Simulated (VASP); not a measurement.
# Ta4S in VASP: single point with LDA

Aim: the single point of Ta4S with LDA.

Program: VASP 6.6.1. These are calculated values, not measurements. Logs are shortened: lines on timing, memory, paths and dates and some standing lists are left out, and cuts for length are marked.

### Step 1. The cell of the first run

The cell holds a slab with vacuum, 5 atoms: a = 3.253 Å, b = 3.253 Å, c = 20.213 Å, α = 90.00°, β = 90.00°, γ = 90.00°.

### Step 2. Single point, LDA

The input, INCAR:

```
SYSTEM = Ta4S
ALGO = Normal
DIPOL = 0.5 0.5 0.362
EDIFF = 1E-7
ENCUT = 520
GGA = CA
IDIPOL = 3
ISIF = 2
ISMEAR = 0
LASPH = .TRUE.
LCHARG = .FALSE.
LDIPOL = .TRUE.
LREAL = .FALSE.
LWAVE = .FALSE.
NBANDS = 33
NELM = 60
PREC = Accurate
SIGMA = 0.1
```

The input, KPOINTS:

```
k-points
0
G
  8 8 1
  0 0 0
```

The input, POSCAR:

```
Ta4S
1.0
    3.2528501163      0.0000000000      0.0000000000
    0.0000000000      3.2528501163      0.0000000000
    0.0000000000      0.0000000000     20.2133955625
Ta S
4 1
Direct
    0.5000000000      0.5000000000      0.1978885728
    0.0000000000      0.0000000000      0.2783513062
    0.5000000000      0.5000000000      0.3580225063
    0.0000000000      0.0000000000      0.4454349876
    0.0000000000      0.5000000000      0.5294092586
```

Potentials or basis: VASP PAW LDA potentials, release 64 (Ta_pv, S).

Launch:

```sh
$ cat potpaw_LDA.64/Ta_pv/POTCAR potpaw_LDA.64/S/POTCAR > POTCAR
$ mpirun -np 1 vasp_std > vasp.out
```

OUTCAR:

```text
SYSTEM = Ta4S
   EDIFF = 1E-7
   ENCUT = 520
   GGA = CA
   ISIF = 2
   ISMEAR = 0
   LASPH = .TRUE.
   LREAL = .FALSE.
   NELM = 60
   PREC = Accurate

 ion  position               nearest neighbor table
   1  0.500  0.500  0.198-   2 2.82   2 2.82   2 2.82   2 2.82   3 3.24
   2  0.000  0.000  0.278-   3 2.81   3 2.81   3 2.81   3 2.81   1 2.82   1 2.82   1 2.82   1 2.82
                             4 3.38
   3  0.500  0.500  0.358-   2 2.81   2 2.81   2 2.81   2 2.81   4 2.90   4 2.90   4 2.90   4 2.90
                             1 3.24
   4  0.000  0.000  0.445-   5 2.35   5 2.35   3 2.90   3 2.90   3 2.90   3 2.90   2 3.38
   5  0.000  0.500  0.529-   4 2.35   4 2.35

  LATTYP: Found a simple tetragonal cell.
 ALAT       =     3.2528501163
 C/A-ratio  =     6.2140568547

  Lattice vectors:

 A1 = (   3.2528501163,   0.0000000000,   0.0000000000)
 A2 = (   0.0000000000,   3.2528501163,   0.0000000000)
 A3 = (   0.0000000000,   0.0000000000,  20.2133955625)

Analysis of symmetry for initial positions (statically):
=====================================================================
 Subroutine PRICEL returns:
 Original cell was already a primitive cell.

 Routine SETGRP: Setting up the symmetry group for a
 simple tetragonal supercell.

 Subroutine GETGRP returns: Found  4 space group operations
 (whereof  4 operations were pure point group operations)
 out of a pool of 16 trial point group operations.

The static configuration has the point symmetry C_2v.

Analysis of symmetry for dynamics (positions and initial velocities):
=====================================================================
 Subroutine PRICEL returns:
 Original cell was already a primitive cell.

 Routine SETGRP: Setting up the symmetry group for a
 simple tetragonal supercell.

 Subroutine GETGRP returns: Found  4 space group operations
 (whereof  4 operations were pure point group operations)
 out of a pool of 16 trial point group operations.

The dynamic configuration has the point symmetry C_2v.

 Subroutine INISYM returns: Found  4 space group operations
 (whereof  4 operations are pure point group operations),
 and found     1 'primitive' translations

----------------------------------------------------------------------------------------

                                     Primitive cell

  volume of cell :     213.8786

  direct lattice vectors                    reciprocal lattice vectors
     3.252850116  0.000000000  0.000000000     0.307422711  0.000000000  0.000000000
     0.000000000  3.252850116  0.000000000     0.000000000  0.307422711  0.000000000
     0.000000000  0.000000000 20.213395563     0.000000000  0.000000000  0.049472143

  length of vectors
     3.252850116  3.252850116 20.213395563     0.307422711  0.307422711  0.049472143

  position of ions in fractional coordinates (direct lattice)
     0.500000000  0.500000000  0.197888573
     0.000000000  0.000000000  0.278351306
     0.500000000  0.500000000  0.358022506
     0.000000000  0.000000000  0.445434988
     0.000000000  0.500000000  0.529409259

  ion indices of the primitive-cell ions
   primitive index   ion index
                 1           1
                 2           2
                 3           3
                 4           4
                 5           5

----------------------------------------------------------------------------------------

 KPOINTS: k-points

Automatic generation of k-mesh.
 Grid dimensions read from file:
 generate k-points for:    8    8    1

 Generating k-lattice:

  Cartesian coordinates                     Fractional coordinates (reciprocal lattice)
     0.038427839  0.000000000  0.000000000     0.125000000  0.000000000  0.000000000
     0.000000000  0.038427839  0.000000000     0.000000000  0.125000000  0.000000000
     0.000000000  0.000000000  0.049472143     0.000000000  0.000000000  1.000000000

  Length of vectors
     0.038427839  0.038427839  0.049472143

  Shift w.r.t. Gamma in fractional coordinates (k-lattice)
     0.000000000  0.000000000  0.000000000

 Subroutine IBZKPT returns following result:
 ===========================================

 Found     25 irreducible k-points:

 Following reciprocal coordinates:
            Coordinates               Weight
  0.000000  0.000000  0.000000      1.000000
  0.125000  0.000000  0.000000      2.000000
  0.000000  0.125000  0.000000      2.000000
  0.250000  0.000000  0.000000      2.000000
  0.000000  0.250000  0.000000      2.000000
  0.375000  0.000000  0.000000      2.000000
[... 16 lines left out ...]
  0.500000  0.375000  0.000000      2.000000
 -0.375000  0.500000  0.000000      2.000000
   k-points           NKPTS =     25   k-points in BZ     NKDIM =     25   number of bands    NBANDS=     33
   number of dos      NEDOS =    301   number of ions     NIONS =      5
   total plane-waves  NPLWV =  86400
   dimension x,y,z NGX =    24 NGY =   24 NGZ =  150
   dimension x,y,z NGXF=    48 NGYF=   48 NGZF=  300
   ions per type =               4   1
   NGX,Y,Z   is equivalent  to a cutoff of  12.27, 12.27, 12.34 a.u.
   NGXF,Y,Z  is equivalent  to a cutoff of  24.53, 24.53, 24.67 a.u.
 SYSTEM =  Ta4S
   PREC   = accura    normal or accurate (medium, high low for compatibility)
   ISTART =      0    job   : 0-new  1-cont  2-samecut
   ICHARG =      2    charge: 1-file 2-atom 10-const
   ISPIN  =      1    spin polarized calculation?
   LNONCOLLINEAR =      F non collinear calculations
   LSORBIT =      F    spin-orbit coupling
   LASPH  =      T    aspherical Exc in radial PAW
   ENCUT  =  520.0 eV  38.22 Ry    6.18 a.u.   6.05  6.05 37.58*2*pi/ulx,y,z
   NELM   =     60;   NELMIN=  2; NELMDL= -5     # of ELM steps
   EDIFF  = 0.1E-06   stopping-criterion for ELM
   LREAL  =      F    real-space projection
   EDIFFG = 0.1E-05   stopping-criterion for IOM
   NSW    =      0    number of steps for IOM
   IBRION =     -1    ionic relax: 0-MD 1-quasi-New 2-CG
   NFREE  =      0    steps in history (QN), initial steepest desc. (CG)
   ISIF   =      2    stress and relaxation
   ISYM   =      2    0-nonsym 1-usesym 2-fastsym
   POTIM  = 0.5000    time-step for ionic-motion
   TEBEG  =    0.0;   TEEND  =   0.0 temperature during run
   PSTRESS=    0.0 pullay stress
   NELECT =      50.0000    total number of electrons
   NUPDOWN=      -1.0000    fix difference up-down
   EMIN   =  10.00;   EMAX   =-10.00  energy-range for DOS
   EFERMI =   0.00;   METHOD = LEGACY
   ISMEAR =     0;   SIGMA  =   0.10  broadening in eV -4-tet -1-fermi 0-gaus
   EFERMI_NEDOS =   21; number of points for ismear=-14 and -15
   IALGO  =     38    algorithm
   IMIX   =      4    mixing-type and parameters
     AMIX     =   0.40;   BMIX     =  1.00
     AMIX_MAG =   1.60;   BMIX_MAG =  1.00
  volume/ion in A,a.u.               =      42.78       288.66
  Fermi-wavevector in a.u.,A,eV,Ry     =   1.008500  1.905788 13.838096  1.017071
  Thomas-Fermi vector in A             =   2.141370
   LORBIT       =      0    0 simple, 1 ext, 2 COOP (PROOUT), +10 PAW based schemes
   GGA     = CA    functional components
   LHFCALC =     F    Hartree Fock is set to
   AEXX    =    0.0000 exact exchange contribution
   IVDW    =     0    specifies the selected vdW correction
   LEPSILON=     F    determine dielectric tensor
   LRPA    =     F    only Hartree local field effects (RPA)
 non-spin polarized calculation
 Gauss-broadening in eV      SIGMA  =   0.10
  energy-cutoff  :      520.00
  volume of cell :      213.88
 maximum number of plane-waves:      5812
   NGX = 13   NGY = 13   NGZ = 75

 dipolmoment           0.000000      0.000000     -0.006093 electrons x Angstroem

 number of electron      50.0000007 magnetization

 dipolmoment           0.000000      0.000000      0.103816 electrons x Angstroem

 Free energy of the ion-electron system (eV)
  ---------------------------------------------------
  ext. energy  EPLUGINS =         0.00000000
  ---------------------------------------------------
  free energy    TOTEN  =       -54.12378285 eV

  energy without entropy =      -54.10013533  energy(sigma->0) =      -54.11195909

 E-fermi :  -0.4387     XC(G=0):  -6.1745

 val. band max:       -0.4511451537   @ k =   0.1250   0.0000   0.0000
 cond. band min:      -0.4009798990   @ k =   0.2500   0.0000   0.0000
 fundamental gap:      0.0501652547
 Fermi energy:        -0.4387452011

 k-point     1 :       0.0000    0.0000    0.0000
  band No.  band energies     occupation
      1     -35.0970      2.00000
      2     -34.9021      2.00000
      3     -34.8898      2.00000
      4     -34.6574      2.00000
      5     -34.6031      2.00000
      6     -34.5230      2.00000
[... 25 lines left out ...]
     32       2.2093      0.00000
     33       2.7202      0.00000

 k-point     2 :       0.1250    0.0000    0.0000
  band No.  band energies     occupation
      1     -35.1042      2.00000
      2     -34.9360      2.00000
      3     -34.8904      2.00000
      4     -34.6706      2.00000
      5     -34.6422      2.00000
      6     -34.5116      2.00000
[... 25 lines left out ...]
     32       2.1302      0.00000
     33       2.4470      0.00000
[... 754 lines left out ...]
     32       3.5718      0.00000
     33       3.6888      0.00000

 k-point    24 :      -0.3750    0.5000    0.0000
  band No.  band energies     occupation
      1     -35.1651      2.00000
      2     -35.1411      2.00000
      3     -35.0091      2.00000
      4     -34.8362      2.00000
      5     -34.8106      2.00000
      6     -34.5416      2.00000
[... 25 lines left out ...]
     32       3.5729      0.00000
     33       3.9007      0.00000

 [... further k-points ...]

------------------------ aborting loop because EDIFF is reached ----------------------------------------

 vacuum level on the upper side and lower side of the slab       (xc-potential included)         0.749        -1.048

  FORCE on cell =-STRESS in cart. coord.  units (eV):
  Direction    XX          YY          ZZ          XY          YZ          ZX
  --------------------------------------------------------------------------------------
  -------------------------------------------------------------------------------------
  Total       -4.6705153     -5.6332779     -2.3200878      0.0000000      0.0000000      0.0000000
  in kB      -34.9871043    -42.1992158    -17.3799142      0.0000000      0.0000000      0.0000000
  external PRESSURE =     -31.5220781 kB  Pullay stress =       0.0000000 kB

 VOLUME and BASIS-vectors are now :
 -----------------------------------------------------------------------------
  energy-cutoff  :      520.00
  volume of cell :      213.88
      direct lattice vectors                 reciprocal lattice vectors
     3.252850116  0.000000000  0.000000000     0.307422711  0.000000000  0.000000000
     0.000000000  3.252850116  0.000000000     0.000000000  0.307422711  0.000000000
     0.000000000  0.000000000 20.213395563     0.000000000  0.000000000  0.049472143

 POSITION                                       TOTAL-FORCE (eV/Angst)
 -----------------------------------------------------------------------------------
      1.62643      1.62643      4.00000         0.000000      0.000000      1.278578
      0.00000      0.00000      5.62643         0.000000      0.000000     -1.049051
      1.62643      1.62643      7.23685         0.000000      0.000000     -0.274290
      0.00000      0.00000      9.00375         0.000000      0.000000     -0.000321
      0.00000      1.62643     10.70116         0.000000      0.000000      0.045083
 -----------------------------------------------------------------------------------
    total drift:                                0.000000      0.000000     -0.000157

  FREE ENERGIE OF THE ION-ELECTRON SYSTEM (eV)
  ---------------------------------------------------
  free  energy   TOTEN  =       -54.1237828453 eV

  energy  without entropy=      -54.1001353346  energy(sigma->0) =      -54.11195909

 vacuum level on the upper side and lower side of the slab         5.415         3.572
```

Wall time 2 min (1 thread of Intel Xeon 6975P-C (Granite Rapids), shared host); peak memory 0.31 GiB.

What came out:

```yaml
Free_energy: -54.1238 eV
Largest_force: 1.279 eV/Å
Band_gap_on_the_k_mesh: zero (band 25 reaches -0.06 eV, above the bottom of band 26 at -0.69 eV)
```

Forces in eV/Å, atoms in the order of the input:
```
Ta   0.000  0.000  1.279
Ta   0.000  0.000 -1.049
Ta   0.000  0.000 -0.274
Ta   0.000  0.000  0.000
S    0.000  0.000  0.045
```

Levels at points of the mesh, in eV from the Fermi level:
```csv
k point,band 23,band 24,band 25,band 26,band 27,band 28
"(0.00, 0.00, 0.00)",-0.16,0.29,0.38,0.39,0.87,0.96
"(0.50, 0.00, 0.00)",-0.88,-0.41,0.33,0.40,0.54,0.89
"(0.00, 0.50, 0.00)",-0.91,-0.68,0.13,0.38,0.48,1.23
"(0.50, 0.50, 0.00)",-1.40,-0.59,-0.44,0.14,1.61,2.36
```

Caveat: spin-orbit coupling is left out, which moves the levels of the heavy elements.
